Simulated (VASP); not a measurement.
Li3S2: relaxation of cell and atoms with PBE

Crystal: Li3S2.

```
CELL_PARAMETERS angstrom
3.88316 0.00000 0.00000
0.00000 3.88316 0.00000
0.00000 0.00000 5.63071
ATOMIC_POSITIONS crystal
Li 0.50000 0.50000 0.50000
Li 0.50000 0.50000 0.81898
Li 0.50000 0.50000 0.18102
S 0.00000 0.50000 0.00000
S 0.50000 0.00000 0.00000
```

The cell was built from a structure type or drawn by symmetry, and may not be a known phase.

- Program: VASP 6.6.1
- Task: relaxation of cell and atoms
- Functional: PBE
- Potentials or basis: VASP PAW PBE potentials, release 64 (Li_sv, S)
- Cutoff: 600 eV
- k mesh: 4 × 4 × 4
- Occupations: gaussian, width 0.1 eV
- Spin: no spin polarisation
- Dipole correction: no
- Further INCAR settings: ALGO = Normal; EDIFF = 1e-06; IBRION = 2; EDIFFG = -0.04; NSW = 90; ISIF = 3

```
Relaxed volume                        : 24.72 Å³/atom
Relaxed cell                          : a = 3.938 Å, b = 3.938 Å, c = 7.968 Å, α = 90.00°, β = 90.00°, γ = 90.00°
Space group after relaxing (to 0.1 Å) : P4/mmm (No. 123)
Energy gained by relaxing             : 418.6 meV/atom
Ionic steps                           : 16
Pressure after relaxing               : 0.0 GPa
Largest force after relaxing          : 0.007 eV/Å
Band gap on the k mesh                : zero (an odd number of electrons rules out a gap without spin polarisation)
```

Forces in eV/Å, atoms in the order of the input:
```
Li   0.000  0.000  0.000
Li   0.000  0.000 -0.007
Li   0.000  0.000  0.007
S    0.000  0.000  0.000
S    0.000  0.000  0.000
```

Stress tensor (GPa, compression positive):
```
 0.06  0.00  0.00
 0.00  0.06  0.00
 0.00  0.00 -0.11
```

Step by step:
| step | energy change (eV) | largest force (eV/Å) | pressure (GPa) | volume (Å³) |
| --- | --- | --- | --- | --- |
| 1 | 0.0000 | 0.8383 | 14.13 | 84.91 |
| 2 | -1.2027 | 1.1193 | 4.35 | 104.65 |
| 3 | -1.5449 | 1.1939 | 0.00 | 122.42 |
| 4 | -1.5649 | 1.1961 | -0.92 | 127.86 |
| 5 | -1.8136 | 0.4762 | -0.45 | 129.29 |
| 6 | -1.9100 | 0.2854 | 0.08 | 130.55 |
| 7 | -1.9108 | 0.3678 | 0.17 | 130.68 |
| 8 | -1.9497 | 0.3070 | -0.13 | 131.66 |
| 9 | -2.0294 | 0.1446 | -1.09 | 134.15 |
| 10 | -2.0663 | 0.2154 | -0.49 | 129.56 |
| 11 | -2.0751 | 0.2773 | 0.49 | 123.72 |
| 12 | -2.0787 | 0.2643 | 0.07 | 126.03 |
| 13 | -2.0788 | 0.2670 | 0.13 | 125.66 |
| 14 | -2.0886 | 0.1063 | -0.02 | 124.82 |
| 15 | -2.0903 | 0.0126 | -0.10 | 124.23 |
| 16 | -2.0930 | 0.0066 | 0.00 | 123.59 |

Final structure:
```
Li S
1.0
     3.93825    0.00000    0.00000
     0.00000    3.93825    0.00000
     0.00000    0.00000    7.96820
Li S
3 2
Cartesian
  1.9691 1.9691 3.9841
  1.9691 1.9691 6.6698
  1.9691 1.9691 1.2984
  0.0000 1.9691 0.0000
  1.9691 0.0000 0.0000
```

Levels at points of the mesh, in eV from the Fermi level:
```csv
k point,band 9,band 10,band 11,band 12,band 13,band 14
"(0.00, 0.00, 0.00)",-1.90,-0.78,1.07,1.19,1.19,3.35
"(0.50, 0.00, 0.00)",-2.64,-1.90,-1.64,0.17,0.20,2.11
"(0.50, 0.50, 0.00)",-2.77,1.60,1.60,1.97,2.38,2.73
"(0.00, 0.00, 0.50)",-1.24,-0.78,-0.10,1.19,1.19,3.85
"(0.50, 0.00, 0.50)",-2.63,-1.90,-1.63,0.59,0.65,1.42
"(0.50, 0.50, 0.50)",-2.79,1.97,1.97,1.97,2.34,2.73
```

It took 2.7 min on 1 thread of AMD EPYC 9R45 96-Core Processor (Zen 5), on a shared host, peak memory 0.18 GiB.

Caveat: the k points lie up to 0.40 Å⁻¹ apart in the final cell, too coarse for converged energies and pressures of a metal; the cutoff is under 1.25 times the usual one of these potentials, so pressure, stress and relaxed cells hold a basis-set (Pulay) error; the volume moved by over 15 % at a fixed basis, so the end points are rough.
